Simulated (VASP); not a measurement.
# NaHF2 (R-3m) in VASP: further runs, part 2 of 3

VASP 6.6.1.

## 5. Single point, LDA (zz strain of -1 %)

File INCAR:

```
SYSTEM = NaHF2
PREC = Accurate
ENCUT = 520
EDIFF = 1E-6
ISMEAR = -1
SIGMA = 0.02
LREAL = .False.
LASPH = .True.
NELM = 80
ALGO = Normal
ISIF = 2
LWAVE = .False.
LCHARG = .False.
NBANDS = 19
```

File KPOINTS:

```
regular mesh
0
Gamma
  10 10 10
  0 0 0
```

File POSCAR:

```
NaHF2
1.0
    1.7284452171      0.9979183114      4.5924819918
   -1.7284452171      0.9979183114      4.5924819918
    0.0000000000     -1.9958366228      4.5924819918
Na H F
1 1 2
Direct
    0.0000000000      0.0000000000      0.0000000000
    0.5000000000      0.5000000000      0.5000000000
    0.4100000000      0.4100000000      0.4100000000
    0.5900000000      0.5900000000      0.5900000000
```

Potentials or basis: VASP PAW LDA potentials, release 64 (Na_pv, H, F).

Run with:

```
cat potpaw_LDA.64/Na_pv/POTCAR potpaw_LDA.64/H/POTCAR potpaw_LDA.64/F/POTCAR > POTCAR
mpirun -np 1 vasp_std > vasp.out
```

OUTCAR:

```text
SYSTEM = NaHF2
   PREC = Accurate
   ENCUT = 520
   EDIFF = 1E-6
   ISMEAR = -1
   LREAL = .False.
   LASPH = .True.
   NELM = 80
   ISIF = 2

 ion  position               nearest neighbor table
   1  0.000  0.000  0.000-   4 2.26   4 2.26   3 2.26   3 2.26   4 2.26   3 2.26
   2  0.500  0.500  0.500-   3 1.24   4 1.24
   3  0.410  0.410  0.410-   2 1.24   1 2.26   1 2.26   1 2.26
   4  0.590  0.590  0.590-   2 1.24   1 2.26   1 2.26   1 2.26

  LATTYP: Found a trigonal (rhomboedric) cell.
 ALAT       =     5.0074199614
 COS(alpha) =     0.7617059484

  Lattice vectors:

 A1 = (   1.7284452171,   0.9979183114,   4.5924819918)
 A2 = (  -1.7284452171,   0.9979183114,   4.5924819918)
 A3 = (   0.0000000000,  -1.9958366228,   4.5924819918)

Analysis of symmetry for initial positions (statically):
=====================================================================
 Subroutine PRICEL returns:
 Original cell was already a primitive cell.

 Routine SETGRP: Setting up the symmetry group for a
 trigonal (rhombohedral) supercell.

 Subroutine GETGRP returns: Found 12 space group operations
 (whereof 12 operations were pure point group operations)
 out of a pool of 12 trial point group operations.

The static configuration has the point symmetry D_3d.

Analysis of symmetry for dynamics (positions and initial velocities):
=====================================================================
 Subroutine PRICEL returns:
 Original cell was already a primitive cell.

 Routine SETGRP: Setting up the symmetry group for a
 trigonal (rhombohedral) supercell.

 Subroutine GETGRP returns: Found 12 space group operations
 (whereof 12 operations were pure point group operations)
 out of a pool of 12 trial point group operations.

The dynamic configuration has the point symmetry D_3d.

 Subroutine INISYM returns: Found 12 space group operations
 (whereof 12 operations are pure point group operations),
 and found     1 'primitive' translations

----------------------------------------------------------------------------------------

                                     Primitive cell

  volume of cell :      47.5280

  direct lattice vectors                    reciprocal lattice vectors
     1.728445217  0.997918311  4.592481992     0.289277320  0.167014339  0.072582393
    -1.728445217  0.997918311  4.592481992    -0.289277320  0.167014339  0.072582393
     0.000000000 -1.995836623  4.592481992     0.000000000 -0.334028677  0.072582393

  length of vectors
     5.007419961  5.007419961  5.007419961     0.341823581  0.341823581  0.341823581

  position of ions in fractional coordinates (direct lattice)
     0.000000000  0.000000000  0.000000000
     0.500000000  0.500000000  0.500000000
     0.410000000  0.410000000  0.410000000
     0.590000000  0.590000000  0.590000000

  ion indices of the primitive-cell ions
   primitive index   ion index
                 1           1
                 2           2
                 3           3
                 4           4

----------------------------------------------------------------------------------------

 KPOINTS: regular mesh

Automatic generation of k-mesh.
 Grid dimensions read from file:
 generate k-points for:   10   10   10

 Generating k-lattice:

  Cartesian coordinates                     Fractional coordinates (reciprocal lattice)
     0.028927732  0.016701434  0.007258239     0.100000000  0.000000000 -0.000000000
    -0.028927732  0.016701434  0.007258239     0.000000000  0.100000000 -0.000000000
     0.000000000 -0.033402868  0.007258239    -0.000000000 -0.000000000  0.100000000

  Length of vectors
     0.034182358  0.034182358  0.034182358

  Shift w.r.t. Gamma in fractional coordinates (k-lattice)
     0.000000000  0.000000000  0.000000000

 Subroutine IBZKPT returns following result:
 ===========================================

 Found    116 irreducible k-points:

 Following reciprocal coordinates:
            Coordinates               Weight
  0.000000  0.000000  0.000000      1.000000
  0.100000  0.000000  0.000000      6.000000
  0.200000  0.000000  0.000000      6.000000
  0.300000  0.000000  0.000000      6.000000
  0.400000  0.000000  0.000000      6.000000
  0.500000  0.000000  0.000000      3.000000
[... 16 lines left out ...]
  0.300000  0.300000  0.000000      6.000000
  0.400000  0.300000  0.000000     12.000000
 [... further k-points ...]
   k-points           NKPTS =    116   k-points in BZ     NKDIM =    116   number of bands    NBANDS=     19
   number of dos      NEDOS =    301   number of ions     NIONS =      4
   total plane-waves  NPLWV =  64000
   dimension x,y,z NGX =    40 NGY =   40 NGZ =   40
   dimension x,y,z NGXF=    80 NGYF=   80 NGZF=   80
   ions per type =               1   1   2
   NGX,Y,Z   is equivalent  to a cutoff of  13.28, 13.28, 13.28 a.u.
   NGXF,Y,Z  is equivalent  to a cutoff of  26.56, 26.56, 26.56 a.u.
 SYSTEM =  NaHF2
   PREC   = accura    normal or accurate (medium, high low for compatibility)
   ISTART =      0    job   : 0-new  1-cont  2-samecut
   ICHARG =      2    charge: 1-file 2-atom 10-const
   ISPIN  =      1    spin polarized calculation?
   LNONCOLLINEAR =      F non collinear calculations
   LSORBIT =      F    spin-orbit coupling
   LASPH  =      T    aspherical Exc in radial PAW
   ENCUT  =  520.0 eV  38.22 Ry    6.18 a.u.   9.31  9.31  9.31*2*pi/ulx,y,z
   NELM   =     80;   NELMIN=  2; NELMDL= -5     # of ELM steps
   EDIFF  = 0.1E-05   stopping-criterion for ELM
   LREAL  =      F    real-space projection
   EDIFFG = 0.1E-04   stopping-criterion for IOM
   NSW    =      0    number of steps for IOM
   IBRION =     -1    ionic relax: 0-MD 1-quasi-New 2-CG
   NFREE  =      0    steps in history (QN), initial steepest desc. (CG)
   ISIF   =      2    stress and relaxation
   ISYM   =      2    0-nonsym 1-usesym 2-fastsym
   POTIM  = 0.5000    time-step for ionic-motion
   TEBEG  =    0.0;   TEEND  =   0.0 temperature during run
   PSTRESS=    0.0 pullay stress
   NELECT =      22.0000    total number of electrons
   NUPDOWN=      -1.0000    fix difference up-down
   EMIN   =  10.00;   EMAX   =-10.00  energy-range for DOS
   EFERMI =   0.00;   METHOD = LEGACY
   ISMEAR =    -1;   SIGMA  =   0.02  broadening in eV -4-tet -1-fermi 0-gaus
   EFERMI_NEDOS =   21; number of points for ismear=-14 and -15
   IALGO  =     38    algorithm
   IMIX   =      4    mixing-type and parameters
     AMIX     =   0.40;   BMIX     =  1.00
     AMIX_MAG =   1.60;   BMIX_MAG =  1.00
  volume/ion in A,a.u.               =      11.88        80.18
  Fermi-wavevector in a.u.,A,eV,Ry     =   1.266386  2.393122 21.820104  1.603732
  Thomas-Fermi vector in A             =   2.399589
   LORBIT       =      0    0 simple, 1 ext, 2 COOP (PROOUT), +10 PAW based schemes
   GGA     = CA    functional components
   LHFCALC =     F    Hartree Fock is set to
   AEXX    =    0.0000 exact exchange contribution
   IVDW    =     0    specifies the selected vdW correction
   LEPSILON=     F    determine dielectric tensor
   LRPA    =     F    only Hartree local field effects (RPA)
 non-spin polarized calculation
  energy-cutoff  :      520.00
  volume of cell :       47.53
 maximum number of plane-waves:      1304
 NGX is ok and might be reduce to    40
   NGX = 19   NGY = 19   NGZ = 19

 number of electron      22.0000002 magnetization

 Free energy of the ion-electron system (eV)
  ---------------------------------------------------
  ext. energy  EPLUGINS =         0.00000000
  ---------------------------------------------------
  free energy    TOTEN  =       -18.54789181 eV

  energy without entropy =      -18.54789181  energy(sigma->0) =      -18.54789181

 E-fermi :  -3.8087     XC(G=0):  -8.8752

 val. band max:       -4.2532416455   @ k =   0.5000   0.5000   0.5000
 cond. band min:       2.1281815192   @ k =   0.0000   0.0000   0.0000
 fundamental gap:      6.3814231647
 Fermi energy:        -3.8086868553

 k-point     1 :       0.0000    0.0000    0.0000
  band No.  band energies     occupation
      1     -23.9457      2.00000
      2     -23.2904      2.00000
      3     -22.2578      2.00000
      4     -22.2578      2.00000
      5     -21.9934      2.00000
      6      -8.7106      2.00000
[... 11 lines left out ...]
     18      16.5876      0.00000
     19      16.5876      0.00000
[... 485 lines left out ...]
 k-point    24 :       0.4000    0.3000    0.0000
  band No.  band energies     occupation
      1     -23.8708      2.00000
      2     -23.3409      2.00000
      3     -22.2977      2.00000
      4     -22.2402      2.00000
      5     -21.9672      2.00000
      6      -8.2495      2.00000
[... 11 lines left out ...]
     18      15.1224      0.00000
     19      15.5770      0.00000

 [... further k-points ...]
[... 5 lines left out ...]
  --------------------------------------------------------------------------------------
  -------------------------------------------------------------------------------------
  Total       -0.4295738     -0.4295738     -4.8128781      0.0000000     -0.0000000      0.0000000
  in kB      -14.4810163    -14.4810163   -162.2430556      0.0000000     -0.0000000      0.0000000
  external PRESSURE =     -63.7350294 kB  Pullay stress =       0.0000000 kB

 VOLUME and BASIS-vectors are now :
 -----------------------------------------------------------------------------
  energy-cutoff  :      520.00
  volume of cell :       47.53
      direct lattice vectors                 reciprocal lattice vectors
     1.728445217  0.997918311  4.592481992     0.289277320  0.167014339  0.072582393
    -1.728445217  0.997918311  4.592481992    -0.289277320  0.167014339  0.072582393
     0.000000000 -1.995836623  4.592481992     0.000000000 -0.334028677  0.072582393

 POSITION                                       TOTAL-FORCE (eV/Angst)
 -----------------------------------------------------------------------------------
      0.00000      0.00000      0.00000        -0.000000      0.000000      0.000000
      0.00000      0.00000      6.88872         0.000000      0.000000     -0.000000
      0.00000      0.00000      5.64875        -0.000000     -0.000000      1.995057
      0.00000      0.00000      8.12869        -0.000000      0.000000     -1.995057
 -----------------------------------------------------------------------------------
    total drift:                                0.000000      0.000000     -0.000000

  FREE ENERGIE OF THE ION-ELECTRON SYSTEM (eV)
  ---------------------------------------------------
  free  energy   TOTEN  =       -18.5478918076 eV

  energy  without entropy=      -18.5478918076  energy(sigma->0) =      -18.54789181
```

stdout:

```text
POSCAR found type information on POSCAR NaH F
 POSCAR found :  3 types and       4 ions
 scaLAPACK will be used
 LDA part: xc-table for (Slater(with rela. corr.)+CA(PZ))
 , standard interpolation
 POSCAR, INCAR and KPOINTS ok, starting setup
 FFT: planning ... GRIDC
 FFT: planning ... GRID_SOFT
 FFT: planning ... GRID
 WAVECAR not read
 entering main loop
```

Wall time 4.1 min (1 thread of Oxide Virtual Turin-like, shared host); peak memory 0.21 GiB.

Results:

```yaml
Free_energy: -18.5479 eV
Pressure: -6.4 GPa
Largest_force: 1.995 eV/Å
Band_gap_on_the_k_mesh: 6.38 eV (least direct gap 6.66 eV)
```

Forces on the atoms (eV/Å):
```
Na   0.000  0.000  0.000
H    0.000  0.000  0.000
F    0.000  0.000  1.995
F    0.000  0.000 -1.995
```

Levels at points of the mesh, in eV from the valence-band top:
| k point | band 7 | band 8 | band 9 | band 10 | band 11 | band 12 | band 13 | band 14 | band 15 | band 16 |
| --- | --- | --- | --- | --- | --- | --- | --- | --- | --- | --- |
| (0.00, 0.00, 0.00) | -0.34 | -0.34 | -0.33 | -0.33 | -0.28 | 6.38 | 12.90 | 14.31 | 15.49 | 18.87 |
| (0.50, 0.00, 0.00) | -1.65 | -0.54 | -0.49 | -0.44 | -0.43 | 10.20 | 11.17 | 15.13 | 15.32 | 15.55 |
| (0.50, 0.50, 0.00) | -1.37 | -0.93 | -0.77 | -0.58 | -0.12 | 11.15 | 11.30 | 13.45 | 13.91 | 14.70 |
| (0.50, 0.50, 0.50) | -1.33 | -0.65 | -0.65 | 0.00 | 0.00 | 8.12 | 9.89 | 13.85 | 19.02 | 19.02 |

Caveat: the cell differs from its parent crystal (zz strain of -1 %); the stress differs along the axes, from -16 to -1 GPa; forces of over 1 eV/Å act on the atoms, so gaps and moduli don't describe the material at rest. A k mesh can miss the band edges.

(Part 2 of 3 ends here.)
